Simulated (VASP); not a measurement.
Write the native input for VASP 6.6.1 that does the following.

| Item | Value |
| --- | --- |
| Task | relaxation of the atoms |
| Functional | LDA |
| Potentials or basis | VASP PAW LDA potentials, release 64 (Al, Ga_d, N) |
| Cutoff | 520 eV |
| k mesh | 8 × 8 × 6 |
| Occupations | gaussian, width 0.05 eV |
| Spin | no spin polarisation |
| Dipole correction | no |
| Further INCAR settings | ALGO = Normal; EDIFF = 1e-06; IBRION = 2; EDIFFG = -0.01; NSW = 50 |

The structure of AlGaN2 lies in POSCAR:

```
AlGaN2
1.0
    3.0618863623      0.0000000000      0.0000000000
    0.0000000000      3.0618863623      0.0000000000
    0.0000000000      0.0000000000      4.7192854502
Al Ga N
1 1 2
Direct
    0.5000000000      0.5000000000      0.5000000000
    0.0000000000      0.0000000000      0.0000000000
    0.5000000000      0.0000000000      0.7400738390
    0.0000000000      0.5000000000      0.2599261610
```

The input as run:

INCAR

```
SYSTEM = AlGaN2
  PREC = Accurate
  ENCUT = 520
  EDIFF = 1E-6
  ISMEAR = 0
  SIGMA = 0.05
  LREAL = .FALSE.
  LASPH = .TRUE.
  NELM = 60
  ALGO = Normal
  ISIF = 2
  LWAVE = .FALSE.
  LCHARG = .FALSE.
  IBRION = 2
  NSW = 50
  EDIFFG = -0.01
```

KPOINTS

```
regular mesh
0
G
  8 8 6
  0 0 0
```

Potentials or basis: VASP PAW LDA potentials, release 64 (Al, Ga_d, N).

The run is started by

```bash
$ cat potpaw_LDA.64/Al/POTCAR potpaw_LDA.64/Ga_d/POTCAR potpaw_LDA.64/N/POTCAR > POTCAR
$ mpirun -np 1 vasp_std > vasp.out
```

It gave:

```json
{"Energy gained by relaxing": "0.1 meV/atom", "Ionic steps": "3", "Pressure after relaxing": "-7.1 GPa", "Band gap on the k mesh": "2.59 eV"}
```

Run time: 42 s on 1 thread of Intel(R) Xeon(R) Platinum 8259CL CPU @ 2.50GHz (Skylake/Cascade Lake), on a shared host, peak memory 0.17 GiB.
